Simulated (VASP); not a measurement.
AlAu4: single point with PBEsol

Crystal: AlAu4.

```xyz
5
Lattice="2.4419 -1.8586 -0.0023 2.4419 1.8586 -0.0023 -0.9844 0.0000 11.3281" Properties=species:S:1:pos:R:3 pbc="T T T"
Al    0.0000    0.2423    0.0000
Au    2.0573    0.1178    9.5293
Au    0.4596   -0.2389    6.9176
Au    3.4398   -0.2389    4.4059
Au    1.8421    0.1178    1.7942
```

This cell differs from its parent crystal: strained and its atoms moved.

```json
{
 "Program": "VASP 6.6.1",
 "Task": "single point",
 "Functional": "PBEsol",
 "Potentials or basis": "VASP PAW PBE potentials, release 64 (Al, Au)",
 "Cutoff": "520 eV",
 "k mesh": "12 × 12 × 4",
 "Occupations": "gaussian, width 0.1 eV",
 "Spin": "no spin polarisation",
 "Dipole correction": "no",
 "Further INCAR settings": "ALGO = Fast; EDIFF = 1e-07; NBANDS = 32"
}
```

The pressure is -13.6 GPa. The largest force is 0.578 eV/Å and the band gap on the k mesh is zero (an odd number of electrons rules out a gap without spin polarisation).

Forces in eV/Å, atoms in the order of the input:
```
Al   0.000 -0.360  0.000
Au   0.049  0.198 -0.541
Au  -0.010 -0.018 -0.143
Au   0.010 -0.018  0.143
Au  -0.049  0.198  0.541
```

Stress tensor (GPa, compression positive):
```
-14.13   0.00  -1.18
  0.00 -12.82   0.00
 -1.18   0.00 -13.75
```

Levels at points of the mesh, in eV from the Fermi level:
| k point | band 22 | band 23 | band 24 | band 25 | band 26 | band 27 |
| --- | --- | --- | --- | --- | --- | --- |
| (0.00, 0.00, 0.00) | -2.06 | -1.98 | -1.63 | -1.57 | 4.76 | 5.97 |
| (0.50, 0.00, 0.00) | -1.54 | -0.98 | -0.32 | 0.18 | 0.59 | 2.57 |
| (0.50, 0.50, 0.00) | -0.54 | 1.37 | 1.48 | 1.67 | 2.16 | 2.96 |
| (0.00, 0.00, 0.50) | -2.13 | -2.04 | -1.97 | 0.43 | 2.67 | 7.34 |
| (0.50, 0.00, 0.50) | -1.55 | -0.60 | -0.22 | 0.50 | 0.72 | 1.36 |
| (0.50, 0.50, 0.50) | -0.52 | 1.08 | 1.41 | 2.08 | 2.24 | 2.63 |

Run time: 5 min on 1 thread of Intel(R) Xeon(R) Platinum 8488C (Sapphire Rapids), with other jobs on the host, peak memory 0.53 GiB.

Caveat: the cell differs from its parent crystal (strained and its atoms moved); the cell stands under tension; the PAW data sets were made with another functional, which shifts forces and pressure a little; spin-orbit coupling is left out, which moves the levels of the heavy elements.
